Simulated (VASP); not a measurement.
The system is Si.

```
Si
1.0
    -3.30313    3.30313    1.90948
     3.30313   -3.30313    1.90948
     3.30313    3.30313   -1.90948
Si
4
Direct
  0.82120 0.17880 0.00000
  0.17880 0.82120 0.00000
  0.82120 0.82120 0.64240
  0.17880 0.17880 0.35760
```

Base run:

| Item | Value |
| --- | --- |
| Program | VASP 6.6.1 |
| Functional | PBEsol |
| Potentials or basis | VASP PAW PBE potentials, release 64 (Si) |
| Cutoff | 520 eV |
| k mesh | 8 × 8 × 8 |
| Occupations | fermi-dirac, width 0.05 eV |
| Spin | no spin polarisation |

Its results: band gap on the k mesh 0.15 eV (least direct gap 0.26 eV); pressure 1.6 GPa; largest force 0.018 eV/Å.

The run is repeated on the same cell with these changes: functional from PBEsol to LDA; potentials or basis from VASP PAW PBE potentials, release 64 (Si) to VASP PAW LDA potentials, release 64 (Si). What comes out?

Band gap on the k mesh 0.15 eV (least direct gap 0.26 eV); pressure -0.1 GPa; largest force 0.007 eV/Å.

Caveats: semilocal functionals underestimate gaps, and a narrow one can read as zero; the PAW data sets were made with another functional, which shifts forces and pressure a little (at least some runs).

A k mesh can miss the band edges.
